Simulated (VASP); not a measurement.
## InSe: single point with PBEsol

Crystal: InSe.

```xyz
2
Lattice="3.6320 0.0000 0.0000 0.0000 3.6320 0.0000 0.0000 0.0000 3.6320" Properties=species:S:1:pos:R:3 pbc="T T T"
In    1.8011    1.7993    1.8016
Se   -0.0217   -0.0061   -0.0372
```

* Program: VASP 6.6.1
* Task: single point
* Functional: PBEsol
* Potentials or basis: VASP PAW PBE potentials, release 64 (In_d, Se)
* Cutoff: 520 eV
* k mesh: 12 × 12 × 12
* Occupations: gaussian, width 0.05 eV
* Spin: no spin polarisation

* Pressure: -3.2 GPa
* Largest force: 0.009 eV/Å

Forces on the atoms (eV/Å):
```
In   0.002 -0.004  0.008
Se  -0.002  0.004 -0.008
```

Levels at points of the mesh, in eV from the Fermi level:
```csv
k point,band 6,band 7,band 8,band 9,band 10,band 11,band 12,band 13
"(0.00, 0.00, 0.00)",-13.37,-3.40,-1.28,-1.28,-1.28,5.34,5.35,8.43
"(0.50, 0.00, 0.00)",-12.50,-6.78,-0.16,-0.16,1.49,2.22,5.14,5.14
"(0.00, 0.50, 0.00)",-12.50,-6.78,-0.16,-0.16,1.49,2.22,5.14,5.14
"(0.00, 0.00, 0.50)",-12.50,-6.77,-0.16,-0.16,1.49,2.23,5.14,5.14
"(0.50, 0.50, 0.00)",-11.56,-4.39,-4.39,-3.40,0.16,5.73,5.73,7.34
"(0.00, 0.50, 0.50)",-11.56,-4.40,-4.39,-3.39,0.16,5.72,5.73,7.34
"(0.50, 0.00, 0.50)",-11.56,-4.40,-4.39,-3.39,0.16,5.72,5.73,7.34
"(0.50, 0.50, 0.50)",-11.41,-2.54,-2.54,-2.53,-1.13,0.46,0.46,0.46
```

Run time: 4.2 min on 1 thread of AMD EPYC 9R45 96-Core Processor (Zen 5), on a shared host, peak memory 0.71 GiB.

Caveat: the PAW data sets were made with another functional, which shifts forces and pressure a little; spin-orbit coupling is left out, which moves the levels of the heavy elements.
